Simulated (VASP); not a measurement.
# AlN (P6_3mc) in VASP: single point with HSE06

Aim: the single point of AlN with HSE06.

Everything below comes from runs of VASP 6.6.1. Logs are shortened: lines on timing, memory, paths and dates and some standing lists are left out, and cuts for length are marked.

### Step 1. The cell of the first run

The structure is hexagonal, space group P6_3mc (No. 186). The conventional cell has a = 3.111 Å, b = 3.111 Å, c = 4.951 Å, α = 90.00°, β = 90.00°, γ = 120.00°. Al (site symmetry 3m) has 4 N at 1.89 to 1.90 Å within 2.5 Å. N (site symmetry 3m) has 4 Al at 1.89 to 1.90 Å within 2.5 Å.

### Step 2. Single point, HSE06

The input, POSCAR:

```
AlN
1.0
    3.1109999993      0.0000000000      0.0000000000
   -1.5554999997      2.6942050306      0.0000000000
    0.0000000000      0.0000000000      4.9511140000
Al N
2 2
Direct
    0.3333333333      0.6666666667     -0.0005508199
    0.6666666667      0.3333333333      0.4994491801
    0.3333333333      0.6666666667      0.3825508199
    0.6666666667      0.3333333333      0.8825508199
```

The input, INCAR.step1:

```
SYSTEM = AlN
ALGO = Normal ; EDIFF = 1E-5
ENCUT = 520 ; GGA = PE
ISIF = 2 ; ISMEAR = 0
LASPH = .True. ; LCHARG = .False.
LREAL = .False. ; LWAVE = .True.
NBANDS = 16 ; NELM = 80
PREC = Accurate ; SIGMA = 0.03
```

The input, INCAR.step2:

```
SYSTEM = AlN
ALGO = Normal ; EDIFF = 1E-6
ENCUT = 520 ; GGA = PE
HFSCREEN = 0.2079 ; ISIF = 2
ISMEAR = 0 ; ISTART = 1
LASPH = .True. ; LCHARG = .False.
LHFCALC = .True. ; LREAL = .False.
LWAVE = .False. ; NBANDS = 16
NELM = 80 ; PREC = Accurate
PRECFOCK = Normal ; SIGMA = 0.03
```

The input, KPOINTS:

```
k-points
0
Gamma
  6 6 4
  0 0 0
```

Potentials or basis: VASP PAW PBE potentials, release 64 (Al, N).

Command:

```sh
> cat potpaw_PBE.64/Al/POTCAR potpaw_PBE.64/N/POTCAR > POTCAR
> cp INCAR.step1 INCAR
> mpirun -np 1 vasp_std > vasp.out
> cp INCAR.step2 INCAR
> mpirun -np 1 vasp_std > vasp.out
```

OUTCAR:

```text
SYSTEM = AlN
   EDIFF = 1E-6
   ENCUT = 520
   GGA = PE
   HFSCREEN = 0.2079
   ISIF = 2
   ISMEAR = 0
   ISTART = 1
   LASPH = .True.
   LHFCALC = .True.
   LREAL = .False.
   NELM = 80
   PREC = Accurate
   PRECFOCK = Normal

 ion  position               nearest neighbor table
   1  0.333  0.667  0.999-   4 1.89   4 1.89   4 1.89   3 1.90   2 3.06   2 3.06   2 3.06   2 3.06
                             2 3.06   2 3.06
   2  0.667  0.333  0.499-   3 1.89   3 1.89   3 1.89   4 1.90   1 3.06   1 3.06   1 3.06   1 3.06
                             1 3.06   1 3.06
   3  0.333  0.667  0.383-   2 1.89   2 1.89   2 1.89   1 1.90
   4  0.667  0.333  0.883-   1 1.89   1 1.89   1 1.89   2 1.90

  LATTYP: Found a hexagonal cell.
 ALAT       =     3.1109999993
 C/A-ratio  =     1.5914863392

  Lattice vectors:

 A1 = (   3.1109999993,   0.0000000000,   0.0000000000)
 A2 = (  -1.5554999997,   2.6942050306,   0.0000000000)
 A3 = (   0.0000000000,   0.0000000000,   4.9511140000)

Analysis of symmetry for initial positions (statically):
=====================================================================
 Subroutine PRICEL returns:
 Original cell was already a primitive cell.

 Routine SETGRP: Setting up the symmetry group for a
 hexagonal supercell.

 Subroutine GETGRP returns: Found 12 space group operations
 (whereof  6 operations were pure point group operations)
 out of a pool of 24 trial point group operations.

The static configuration has the point symmetry C_3v.
 The point group associated with its full space group is C_6v.

Analysis of symmetry for dynamics (positions and initial velocities):
=====================================================================
 Subroutine PRICEL returns:
 Original cell was already a primitive cell.

 Routine SETGRP: Setting up the symmetry group for a
 hexagonal supercell.

 Subroutine GETGRP returns: Found 12 space group operations
 (whereof  6 operations were pure point group operations)
 out of a pool of 24 trial point group operations.

The dynamic configuration has the point symmetry C_3v.
 The point group associated with its full space group is C_6v.

 Subroutine INISYM returns: Found 12 space group operations
 (whereof  6 operations are pure point group operations),
 and found     1 'primitive' translations

----------------------------------------------------------------------------------------

                                     Primitive cell

  volume of cell :      41.4986

  direct lattice vectors                    reciprocal lattice vectors
     3.110999999  0.000000000  0.000000000     0.321440052  0.185583500  0.000000000
    -1.555500000  2.694205031  0.000000000     0.000000000  0.371167001  0.000000000
     0.000000000  0.000000000  4.951114000     0.000000000  0.000000000  0.201974748

  length of vectors
     3.110999999  3.110999999  4.951114000     0.371167001  0.371167001  0.201974748

  position of ions in fractional coordinates (direct lattice)
     0.333333333  0.666666667  0.999449180
     0.666666667  0.333333333  0.499449180
     0.333333333  0.666666667  0.382550820
     0.666666667  0.333333333  0.882550820

  ion indices of the primitive-cell ions
   primitive index   ion index
                 1           1
                 2           2
                 3           3
                 4           4

----------------------------------------------------------------------------------------

 KPOINTS: k-points

Automatic generation of k-mesh.
 Grid dimensions read from file:
 generate k-points for:    6    6    4

 Generating k-lattice:

  Cartesian coordinates                     Fractional coordinates (reciprocal lattice)
     0.053573342  0.030930583  0.000000000     0.166666667  0.000000000  0.000000000
     0.000000000  0.061861167  0.000000000     0.000000000  0.166666667  0.000000000
     0.000000000  0.000000000  0.050493687     0.000000000  0.000000000  0.250000000

  Length of vectors
     0.061861167  0.061861167  0.050493687

  Shift w.r.t. Gamma in fractional coordinates (k-lattice)
     0.000000000  0.000000000  0.000000000

 Subroutine IBZKPT returns following result:
 ===========================================

 Found     21 irreducible k-points:

 Following reciprocal coordinates:
            Coordinates               Weight
  0.000000  0.000000  0.000000      1.000000
  0.166667 -0.000000  0.000000      6.000000
  0.333333  0.000000  0.000000      6.000000
  0.500000 -0.000000  0.000000      3.000000
  0.166667  0.166667  0.000000      6.000000
  0.333333  0.166667  0.000000     12.000000
[... 13 lines left out ...]
  0.333333  0.166667  0.500000     12.000000
  0.333333  0.333333  0.500000      2.000000
   k-points           NKPTS =     21   k-points in BZ     NKDIM =    144   number of bands    NBANDS=     16
   number of dos      NEDOS =    301   number of ions     NIONS =      4
   total plane-waves  NPLWV =  23040
   dimension x,y,z NGX =    24 NGY =   24 NGZ =   40
   dimension x,y,z NGXF=    48 NGYF=   48 NGZF=   80
   ions per type =               2   2
   NGX,Y,Z   is equivalent  to a cutoff of  12.83, 12.83, 13.43 a.u.
   NGXF,Y,Z  is equivalent  to a cutoff of  25.65, 25.65, 26.86 a.u.
 SYSTEM =  AlN
   PREC   = accura    normal or accurate (medium, high low for compatibility)
   ISTART =      1    job   : 0-new  1-cont  2-samecut
   ICHARG =      0    charge: 1-file 2-atom 10-const
   ISPIN  =      1    spin polarized calculation?
   LNONCOLLINEAR =      F non collinear calculations
   LSORBIT =      F    spin-orbit coupling
   LASPH  =      T    aspherical Exc in radial PAW
   ENCUT  =  520.0 eV  38.22 Ry    6.18 a.u.   5.78  5.78  9.21*2*pi/ulx,y,z
   NELM   =     80;   NELMIN=  2; NELMDL=  0     # of ELM steps
   EDIFF  = 0.1E-05   stopping-criterion for ELM
   LREAL  =      F    real-space projection
   EDIFFG = 0.1E-04   stopping-criterion for IOM
   NSW    =      0    number of steps for IOM
   IBRION =     -1    ionic relax: 0-MD 1-quasi-New 2-CG
   NFREE  =      0    steps in history (QN), initial steepest desc. (CG)
   ISIF   =      2    stress and relaxation
   ISYM   =      3    0-nonsym 1-usesym 2-fastsym
   POTIM  = 0.5000    time-step for ionic-motion
   TEBEG  =    0.0;   TEEND  =   0.0 temperature during run
   PSTRESS=    0.0 pullay stress
   NELECT =      16.0000    total number of electrons
   NUPDOWN=      -1.0000    fix difference up-down
   EMIN   =  10.00;   EMAX   =-10.00  energy-range for DOS
   EFERMI =   0.00;   METHOD = LEGACY
   ISMEAR =     0;   SIGMA  =   0.03  broadening in eV -4-tet -1-fermi 0-gaus
   EFERMI_NEDOS =   21; number of points for ismear=-14 and -15
   IALGO  =     38    algorithm
   IMIX   =      1    mixing-type and parameters
     AMIX     =   0.40;   BMIX     =  1.00
     AMIX_MAG =   1.60;   BMIX_MAG =  1.00
  volume/ion in A,a.u.               =      10.37        70.01
  Fermi-wavevector in a.u.,A,eV,Ry     =   1.191526  2.251658 19.316666  1.419735
  Thomas-Fermi vector in A             =   2.327586
   LORBIT       =      0    0 simple, 1 ext, 2 COOP (PROOUT), +10 PAW based schemes
   GGA     = PE    functional components
   LHFCALC =     T    Hartree Fock is set to
   PRECFOCK=normal    Normal, Fast or Accurate (Low or Medium for compatibility)
   ENCUT4O =  -1.0   cutoff for four orbital integrals eV
   NKREDX  =     1    reduce k-point grid by
   NKREDY  =     1    reduce k-point grid by
   NKREDZ  =     1    reduce k-point grid by
   AEXX    =    0.2500 exact exchange contribution
   HFSCREEN=    0.2079 screening length (either q_TF or 0.3 A-1)
   HFSCREENC=   0.2079 screening length for correlation (either q_TF or 0.3 A-1)
   ENCUTFOCK=  -1.0 apply spherical cutoff to Coloumb kernel
   IVDW    =     0    specifies the selected vdW correction
   LEPSILON=     F    determine dielectric tensor
   LRPA    =     F    only Hartree local field effects (RPA)
 non-spin polarized calculation
 Gauss-broadening in eV      SIGMA  =   0.03
  energy-cutoff  :      520.00
  volume of cell :       41.50
 maximum number of plane-waves:      1134
 NGX is ok and might be reduce to    24
  NGX = 18; NGY = 18; NGZ = 28

 number of electron      15.9999997 magnetization

 Free energy of the ion-electron system (eV)
  ---------------------------------------------------
  ext. energy  EPLUGINS =         0.00000000
  ---------------------------------------------------
  free energy    TOTEN  =       -34.89412397 eV

  energy without entropy =      -34.89412397  energy(sigma->0) =      -34.89412397

 E-fermi :   5.5468     XC(G=0):  -9.0175

 val. band max:        5.3505985602   @ k =   0.0000   0.0000   0.0000
 cond. band min:      10.9293756795   @ k =   0.0000   0.0000   0.0000
 fundamental gap:      5.5787771194
 Fermi energy:         5.5467773367

 k-point     1 :       0.0000    0.0000    0.0000
  band No.  band energies     occupation
      1     -11.4383      2.00000
      2      -9.1018      2.00000
      3      -1.2069      2.00000
      4       4.3093      2.00000
      5       4.3093      2.00000
      6       5.0542      2.00000
[... 8 lines left out ...]
     15      20.2102      0.00000
     16      20.2814      0.00000

 k-point     2 :       0.1667   -0.0000    0.0000
  band No.  band energies     occupation
      1     -11.0657      2.00000
      2      -8.9035      2.00000
      3      -0.7519      2.00000
      4       2.8026      2.00000
      5       3.7007      2.00000
      6       3.8812      2.00000
[... 8 lines left out ...]
     15      19.5256      0.00000
     16      19.8157      0.00000

 k-point     3 :       0.3333    0.0000    0.0000
  band No.  band energies     occupation
      1     -10.1053      2.00000
      2      -8.5572      2.00000
      3       0.4007      2.00000
      4       0.4967      2.00000
      5       1.7020      2.00000
      6       3.2327      2.00000
[... 8 lines left out ...]
     15      19.3214      0.00000
     16      21.6313      0.00000
[... 305 lines left out ...]
 k-point    20 :       0.3333    0.1667    0.5000
  band No.  band energies     occupation
      1      -8.9441      2.00000
      2      -8.9441      2.00000
      3      -0.3240      2.00000
      4      -0.3240      2.00000
      5       2.4342      2.00000
      6       2.4342      2.00000
[... 8 lines left out ...]
     15      20.6437      0.00000
     16      20.6437      0.00000

 k-point    21 :       0.3333    0.3333    0.5000
  band No.  band energies     occupation
      1      -8.7053      2.00000
      2      -8.7053      2.00000
      3       0.0142      2.00000
      4       0.0142      2.00000
      5       1.1080      2.00000
      6       1.1080      2.00000
[... 8 lines left out ...]
     15      20.8580      0.00000
     16      20.8580      0.00000

------------------------ aborting loop because EDIFF is reached ----------------------------------------

  FORCE on cell =-STRESS in cart. coord.  units (eV):
  Direction    XX          YY          ZZ          XY          YZ          ZX
  --------------------------------------------------------------------------------------
  -------------------------------------------------------------------------------------
  Total       -0.2230287     -0.2230287      0.2098435      0.0000000     -0.0000000      0.0000000
  in kB       -8.6106876     -8.6106876      8.1016319      0.0000000     -0.0000000      0.0000000
  external PRESSURE =      -3.0399144 kB  Pullay stress =       0.0000000 kB

 VOLUME and BASIS-vectors are now :
 -----------------------------------------------------------------------------
  energy-cutoff  :      520.00
  volume of cell :       41.50
      direct lattice vectors                 reciprocal lattice vectors
     3.110999999  0.000000000  0.000000000     0.321440052  0.185583500  0.000000000
    -1.555500000  2.694205031  0.000000000     0.000000000  0.371167001  0.000000000
     0.000000000  0.000000000  4.951114000     0.000000000  0.000000000  0.201974748

 POSITION                                       TOTAL-FORCE (eV/Angst)
 -----------------------------------------------------------------------------------
     -0.00000      1.79614      4.94839         0.000000     -0.000000      0.006398
      1.55550      0.89807      2.47283        -0.000000     -0.000000      0.006398
     -0.00000      1.79614      1.89405         0.000000      0.000000     -0.006398
      1.55550      0.89807      4.36961        -0.000000     -0.000000     -0.006398
 -----------------------------------------------------------------------------------
    total drift:                                0.000000      0.000001     -0.000496

  FREE ENERGIE OF THE ION-ELECTRON SYSTEM (eV)
  ---------------------------------------------------
  free  energy   TOTEN  =       -34.8941239681 eV

  energy  without entropy=      -34.8941239681  energy(sigma->0) =      -34.89412397
```

Run time: 54 min. Hardware: 1 thread of Intel Xeon 8259CL, shared host; peak memory 0.27 GiB.

Results:

```
Free energy            : -34.8941 eV
Pressure               : -0.3 GPa
Largest force          : 0.006 eV/Å
Band gap on the k mesh : 5.58 eV
```

Forces in eV/Å, atoms in the order of the input:
```
Al   0.000  0.000  0.006
Al   0.000  0.000  0.006
N    0.000  0.000 -0.006
N    0.000  0.000 -0.006
```

Levels at points of the mesh, in eV from the valence-band top:
```csv
k point,band 6,band 7,band 8,band 9,band 10,band 11
"(0.00, 0.00, 0.00)",-0.30,-0.30,0.00,5.58,8.08,12.52
"(0.50, 0.00, 0.00)",-2.39,-1.94,-0.82,7.12,7.19,9.73
"(0.00, 0.00, 0.50)",-0.68,-0.68,-0.68,7.94,7.94,12.03
"(0.50, 0.00, 0.50)",-1.69,-1.51,-1.51,6.65,6.65,10.79
```

Caveat: the PAW data sets were made with another functional, which shifts forces and pressure a little.
